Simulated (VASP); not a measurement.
# CoSi2 (fluorite type) (Fm-3m) in VASP: further runs

The runs below take CoSi2 (fluorite type) through density of states, with PBE.

Program: VASP 6.6.1. These are calculated values, not measurements. Logs are shortened: lines on timing, memory, paths and dates and some standing lists are left out, and cuts for length are marked.

## (1) The cell of the first run

Symmetry: Fm-3m, No. 225, cubic system. Conventional cell: a = 4.976 Å, b = 4.976 Å, c = 4.976 Å, α = 90.00°, β = 90.00°, γ = 90.00°. Within 2.9 Å of Co (site symmetry m-3m) lie 8 Si at 2.15 Å. Si (site symmetry -43m) has 4 Co at 2.15 Å and 6 Si at 2.49 Å within 2.9 Å.

## (2) Density of states, PBE (volume scaled by 0.8)

POSCAR reads:

```
CoSi2
1.0
    0.0000000000      2.4878441032      2.4878441032
    2.4878441032      0.0000000000      2.4878441032
    2.4878441032      2.4878441032      0.0000000000
Co Si
1 2
Direct
    0.0000000000      0.0000000000      0.0000000000
    0.2500000000      0.2500000000      0.2500000000
    0.7500000000      0.7500000000      0.7500000000
```

INCAR.step1 reads:

```
SYSTEM = CoSi2
PREC = Accurate ; ENCUT = 520
EDIFF = 1E-6 ; ISMEAR = -1
SIGMA = 0.1 ; LREAL = .False.
LASPH = .True. ; NELM = 80
ALGO = Normal ; ISIF = 2
LWAVE = .False. ; LCHARG = .True.
LMAXMIX = 4 ; GGA = PE
NBANDS = 16
```

KPOINTS.step1 reads:

```
regular mesh
0
Gamma
  11 11 11
  0 0 0
```

INCAR.step2 reads:

```
SYSTEM = CoSi2
PREC = Accurate ; ENCUT = 520
EDIFF = 1E-6 ; ISMEAR = -5
SIGMA = 0.1 ; LREAL = .False.
LASPH = .True. ; NELM = 80
ALGO = Normal ; ISIF = 2
LWAVE = .False. ; LCHARG = .False.
LMAXMIX = 4 ; GGA = PE
LORBIT = 11 ; NEDOS = 1001
ICHARG = 11
```

KPOINTS.step2 reads:

```
regular mesh
0
Gamma
  17 17 17
  0 0 0
```

Potentials or basis: VASP PAW PBE potentials, release 64 (Co, Si).

The run is started by

```bash
cat potpaw_PBE.64/Co/POTCAR potpaw_PBE.64/Si/POTCAR > POTCAR
cp INCAR.step1 INCAR
cp KPOINTS.step1 KPOINTS
mpirun -np 1 vasp_std > vasp.out
cp INCAR.step2 INCAR
cp KPOINTS.step2 KPOINTS
mpirun -np 1 vasp_std > vasp.out
```

OUTCAR:

```text
SYSTEM = CoSi2
   PREC = Accurate
   ENCUT = 520
   EDIFF = 1E-6
   ISMEAR = -5
   LREAL = .False.
   LASPH = .True.
   NELM = 80
   ISIF = 2
   GGA = PE
   LORBIT = 11
   ICHARG = 11

 ion  position               nearest neighbor table
   1  0.000  0.000  0.000-   3 2.15   3 2.15   3 2.15   2 2.15   3 2.15   2 2.15   2 2.15   2 2.15

   2  0.250  0.250  0.250-   1 2.15   1 2.15   1 2.15   1 2.15   3 2.49   3 2.49   3 2.49   3 2.49
                             3 2.49   3 2.49
   3  0.750  0.750  0.750-   1 2.15   1 2.15   1 2.15   1 2.15   2 2.49   2 2.49   2 2.49   2 2.49
                             2 2.49   2 2.49

  LATTYP: Found a face centered cubic cell.
 ALAT       =     4.9756882064

  Lattice vectors:

 A1 = (   0.0000000000,   2.4878441032,   2.4878441032)
 A2 = (   2.4878441032,   0.0000000000,   2.4878441032)
 A3 = (   2.4878441032,   2.4878441032,   0.0000000000)

Analysis of symmetry for initial positions (statically):
=====================================================================
 Subroutine PRICEL returns:
 Original cell was already a primitive cell.

 Routine SETGRP: Setting up the symmetry group for a
 face centered cubic supercell.

 Subroutine GETGRP returns: Found 48 space group operations
 (whereof 48 operations were pure point group operations)
 out of a pool of 48 trial point group operations.

The static configuration has the point symmetry O_h .

Analysis of symmetry for dynamics (positions and initial velocities):
=====================================================================
 Subroutine PRICEL returns:
 Original cell was already a primitive cell.

 Routine SETGRP: Setting up the symmetry group for a
 face centered cubic supercell.

 Subroutine GETGRP returns: Found 48 space group operations
 (whereof 48 operations were pure point group operations)
 out of a pool of 48 trial point group operations.

The dynamic configuration has the point symmetry O_h .

 Subroutine INISYM returns: Found 48 space group operations
 (whereof 48 operations are pure point group operations),
 and found     1 'primitive' translations

----------------------------------------------------------------------------------------

                                     Primitive cell

  volume of cell :      30.7964

  direct lattice vectors                    reciprocal lattice vectors
     0.000000000  2.487844103  2.487844103    -0.200977223  0.200977223  0.200977223
     2.487844103  0.000000000  2.487844103     0.200977223 -0.200977223  0.200977223
     2.487844103  2.487844103  0.000000000     0.200977223  0.200977223 -0.200977223

  length of vectors
     3.518342872  3.518342872  3.518342872     0.348102762  0.348102762  0.348102762

  position of ions in fractional coordinates (direct lattice)
     0.000000000  0.000000000  0.000000000
     0.250000000  0.250000000  0.250000000
     0.750000000  0.750000000  0.750000000

  ion indices of the primitive-cell ions
   primitive index   ion index
                 1           1
                 2           2
                 3           3

----------------------------------------------------------------------------------------

 KPOINTS: regular mesh

Automatic generation of k-mesh.
 Grid dimensions read from file:
 generate k-points for:   17   17   17

 Generating k-lattice:

  Cartesian coordinates                     Fractional coordinates (reciprocal lattice)
    -0.011822190  0.011822190  0.011822190     0.058823529  0.000000000  0.000000000
     0.011822190 -0.011822190  0.011822190     0.000000000  0.058823529  0.000000000
     0.011822190  0.011822190 -0.011822190     0.000000000  0.000000000  0.058823529

  Length of vectors
     0.020476633  0.020476633  0.020476633

  Shift w.r.t. Gamma in fractional coordinates (k-lattice)
     0.000000000  0.000000000  0.000000000

 TETIRR: Found    693 inequivalent tetrahedra from    29478

 Subroutine IBZKPT returns following result:
 ===========================================

 Found    165 irreducible k-points:

 Following reciprocal coordinates:
            Coordinates               Weight
  0.000000  0.000000  0.000000      1.000000
  0.058824  0.000000  0.000000      8.000000
  0.117647  0.000000  0.000000      8.000000
  0.176471  0.000000  0.000000      8.000000
  0.235294  0.000000  0.000000      8.000000
  0.294118  0.000000  0.000000      8.000000
[... 16 lines left out ...]
 -0.176471  0.058824  0.000000     24.000000
 -0.117647  0.058824  0.000000     24.000000
 [... further k-points ...]
   k-points           NKPTS =    165   k-points in BZ     NKDIM =    165   number of bands    NBANDS=     12
   number of dos      NEDOS =   1001   number of ions     NIONS =      3
   total plane-waves  NPLWV =  21952
   dimension x,y,z NGX =    28 NGY =   28 NGZ =   28
   dimension x,y,z NGXF=    56 NGYF=   56 NGZF=   56
   ions per type =               1   2
   NGX,Y,Z   is equivalent  to a cutoff of  13.23, 13.23, 13.23 a.u.
   NGXF,Y,Z  is equivalent  to a cutoff of  26.46, 26.46, 26.46 a.u.
 SYSTEM =  CoSi2
   PREC   = accura    normal or accurate (medium, high low for compatibility)
   ISTART =      0    job   : 0-new  1-cont  2-samecut
   ICHARG =     11    charge: 1-file 2-atom 10-const
   ISPIN  =      1    spin polarized calculation?
   LNONCOLLINEAR =      F non collinear calculations
   LSORBIT =      F    spin-orbit coupling
   LASPH  =      T    aspherical Exc in radial PAW
   ENCUT  =  520.0 eV  38.22 Ry    6.18 a.u.   6.54  6.54  6.54*2*pi/ulx,y,z
   NELM   =     80;   NELMIN=  2; NELMDL=  0     # of ELM steps
   EDIFF  = 0.1E-05   stopping-criterion for ELM
   LREAL  =      F    real-space projection
   EDIFFG = 0.1E-04   stopping-criterion for IOM
   NSW    =      0    number of steps for IOM
   IBRION =     -1    ionic relax: 0-MD 1-quasi-New 2-CG
   NFREE  =      0    steps in history (QN), initial steepest desc. (CG)
   ISIF   =      2    stress and relaxation
   ISYM   =      2    0-nonsym 1-usesym 2-fastsym
   POTIM  = 0.5000    time-step for ionic-motion
   TEBEG  =    0.0;   TEEND  =   0.0 temperature during run
   PSTRESS=    0.0 pullay stress
   NELECT =      17.0000    total number of electrons
   NUPDOWN=      -1.0000    fix difference up-down
   EMIN   =  10.00;   EMAX   =-10.00  energy-range for DOS
   EFERMI =   0.00;   METHOD = LEGACY
   ISMEAR =    -5;   SIGMA  =   0.10  broadening in eV -4-tet -1-fermi 0-gaus
   EFERMI_NEDOS =   21; number of points for ismear=-14 and -15
   IALGO  =     38    algorithm
   IMIX   =      4    mixing-type and parameters
     AMIX     =   0.40;   BMIX     =  1.00
     AMIX_MAG =   1.60;   BMIX_MAG =  1.00
  volume/ion in A,a.u.               =      10.27        69.27
  Fermi-wavevector in a.u.,A,eV,Ry     =   1.342944  2.537797 24.538096  1.803499
  Thomas-Fermi vector in A             =   2.471058
   LORBIT       =     11    0 simple, 1 ext, 2 COOP (PROOUT), +10 PAW based schemes
   GGA     = PE    functional components
   LHFCALC =     F    Hartree Fock is set to
   AEXX    =    0.0000 exact exchange contribution
   IVDW    =     0    specifies the selected vdW correction
   LEPSILON=     F    determine dielectric tensor
   LRPA    =     F    only Hartree local field effects (RPA)
 non-spin polarized calculation
 Fermi weights with tetrahedron method with Bloechl corrections
  energy-cutoff  :      520.00
  volume of cell :       30.80
 maximum number of plane-waves:       869

 number of electron      17.0000003 magnetization

 Free energy of the ion-electron system (eV)
  ---------------------------------------------------
  ext. energy  EPLUGINS =         0.00000000
  ---------------------------------------------------
  free energy    TOTEN  =       -18.01488177 eV

  energy without entropy =      -18.01488177  energy(sigma->0) =      -18.01488177

 E-fermi :  13.3464     XC(G=0): -12.7980

 val. band max:       13.4168557254   @ k =   0.2353   0.1765   0.0588
 cond. band min:      13.3864144983   @ k =  -0.2353   0.2941   0.0588
 fundamental gap:     -0.0304412272
 Fermi energy:        13.3463801892

 k-point     1 :       0.0000    0.0000    0.0000
  band No.  band energies     occupation
      1      -1.5829      2.00000
      2       8.1870      2.00000
      3       8.1870      2.00000
      4       8.1870      2.00000
      5      10.5935      2.00000
      6      10.5935      2.00000
      7      16.6016      0.00000
      8      16.8115      0.00000
      9      16.8115      0.00000
     10      16.8115      0.00000
     11      17.7640      0.00000
     12      17.7640      0.00000

 k-point     2 :       0.0588    0.0000    0.0000
  band No.  band energies     occupation
      1      -1.5207      2.00000
      2       8.0840      2.00000
      3       8.2098      2.00000
      4       8.2098      2.00000
      5      10.5726      2.00000
      6      10.5726      2.00000
      7      15.8139      0.00000
      8      16.5433      0.00000
      9      16.5433      0.00000
     10      16.7046      0.00000
     11      18.0900      0.00000
     12      18.0900      0.00000

 k-point     3 :       0.1176    0.0000    0.0000
  band No.  band energies     occupation
      1      -1.3347      2.00000
      2       7.7811      2.00000
      3       8.2746      2.00000
      4       8.2746      2.00000
      5      10.5199      2.00000
      6      10.5199      2.00000
      7      14.5477      0.00000
      8      16.0599      0.00000
      9      16.0599      0.00000
     10      16.8955      0.00000
     11      18.7129      0.00000
     12      18.7129      0.00000
[... 286 lines left out ...]
 k-point    23 :      -0.1765    0.0588    0.0000
  band No.  band energies     occupation
      1      -0.8435      2.00000
      2       7.0833      2.00000
      3       8.2861      2.00000
      4       8.4980      2.00000
      5      10.2760      2.00000
      6      10.5842      2.00000
      7      13.0134      1.84044
      8      14.4969      0.00000
      9      15.8692      0.00000
     10      17.3497      0.00000
     11      17.9802      0.00000
     12      18.4139      0.00000

 k-point    24 :      -0.1176    0.0588    0.0000
  band No.  band energies     occupation
      1      -1.1906      2.00000
      2       7.6057      2.00000
      3       8.2269      2.00000
      4       8.3710      2.00000
      5      10.3759      2.00000
      6      10.5877      2.00000
      7      14.1186     -0.16162
      8      14.9511      0.00000
      9      16.5360      0.00000
     10      17.1663      0.00000
     11      18.0624      0.00000
     12      18.7637      0.00000

 [... further k-points ...]
[... 5 lines left out ...]
  --------------------------------------------------------------------------------------
  -------------------------------------------------------------------------------------
  Total       12.5846080     12.5846080     12.5846080      0.0000000      0.0000000      0.0000000
  in kB      654.7127416    654.7127416    654.7127416      0.0000000      0.0000000      0.0000000
  external PRESSURE =     654.7127416 kB  Pullay stress =       0.0000000 kB

 VOLUME and BASIS-vectors are now :
 -----------------------------------------------------------------------------
  energy-cutoff  :      520.00
  volume of cell :       30.80
      direct lattice vectors                 reciprocal lattice vectors
     0.000000000  2.487844103  2.487844103    -0.200977223  0.200977223  0.200977223
     2.487844103  0.000000000  2.487844103     0.200977223 -0.200977223  0.200977223
     2.487844103  2.487844103  0.000000000     0.200977223  0.200977223 -0.200977223

 POSITION                                       TOTAL-FORCE (eV/Angst)
 -----------------------------------------------------------------------------------
      0.00000      0.00000      0.00000         0.000000     -0.000000     -0.000000
      1.24392      1.24392      1.24392         0.000000      0.000000      0.000000
      3.73177      3.73177      3.73177        -0.000000     -0.000000     -0.000000
 -----------------------------------------------------------------------------------
    total drift:                               -0.000000     -0.000000     -0.000000

  FREE ENERGIE OF THE ION-ELECTRON SYSTEM (eV)
  ---------------------------------------------------
  free  energy   TOTEN  =       -18.0148817677 eV

  energy  without entropy=      -18.0148817677  energy(sigma->0) =      -18.01488177

 total charge

# of ion       s       p       d       tot
------------------------------------------
    1        0.675   1.021   7.875   9.570
    2        0.727   1.041   0.000   1.768
    3        0.727   1.041   0.000   1.768
--------------------------------------------------
tot          2.130   3.103   7.875  13.107
```

Wall time 1.8 min (1 thread of Intel Xeon 8259CL, shared host); peak memory 0.2 GiB.

What came out:

| Property | Result |
| --- | --- |
| Valence electrons inside the program's atomic spheres | Co 9.57; Si 1.77 |

Levels at points of the mesh, in eV from the Fermi level:
```tsv
k point	band 5	band 6	band 7	band 8	band 9	band 10	band 11	band 12
(0.00, 0.00, 0.00)	-2.75	-2.75	3.26	3.47	3.47	3.47	4.42	4.42
```

Caveat: tetrahedron occupations give inexact forces and stress in metals.

[end of part 1 of 2]
